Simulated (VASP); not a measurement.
Runs of VASP 6.6.1 on ReRhO. The structure is that of space group P4/mmm (No. 123), or close to it. The cells are those of the table. The cell was generated, and may not be a known phase.

| task | spin | cell | k mesh | cutoff (eV) | gap on the mesh (eV) | pressure (GPa) | moment (μB) |
| --- | --- | --- | --- | --- | --- | --- | --- |
| single point | off | a = 2.975, b = 2.975, c = 4.219 Å, 3 atoms | 16 × 16 × 12 | 520 | none | 1.5 | - |
| relaxation of cell and atoms | off | relaxed from a = 2.949, b = 2.949, c = 4.287 Å, 3 atoms | 6 × 6 × 4 | 600 | - | 0.0 | - |
| single point | collinear, ferromagnetic start | a = 2.949, b = 2.949, c = 4.287 Å, 3 atoms | 4 × 4 × 6 | 520 | none | (a) | (b) |
| single point | collinear, ferromagnetic start | a = 3.899, b = 3.899, c = 2.858 Å, 3 atoms | 4 × 4 × 6 | 520 | none | 124.7 | 2.55 |
| single point | off | a = 2.980, b = 2.980, c = 4.205 Å, 3 atoms | 6 × 6 × 4 | 520 | none | 1.3 | - |

Alike in all rows: level PBE; potentials or basis VASP PAW PBE potentials, release 64 (Re, Rh_pv, O); smearing gaussian 0.1 eV.

Q: Fill in the values left out.

A: (a) 1.8; (b) 0.00.

Caveats: some runs use coarse meshes; spin-orbit coupling is left out, which moves the levels of the heavy elements; the highest band is partly filled, so the run has too few bands (at least some runs); atoms lie so close that the PAW spheres overlap strongly, which falsifies energies and pressures (at least some runs).

A k mesh can miss the band edges, and the runs leave out spin-orbit coupling on Re, Rh.

A gap of «none» marks levels without a gap at the run's occupations.
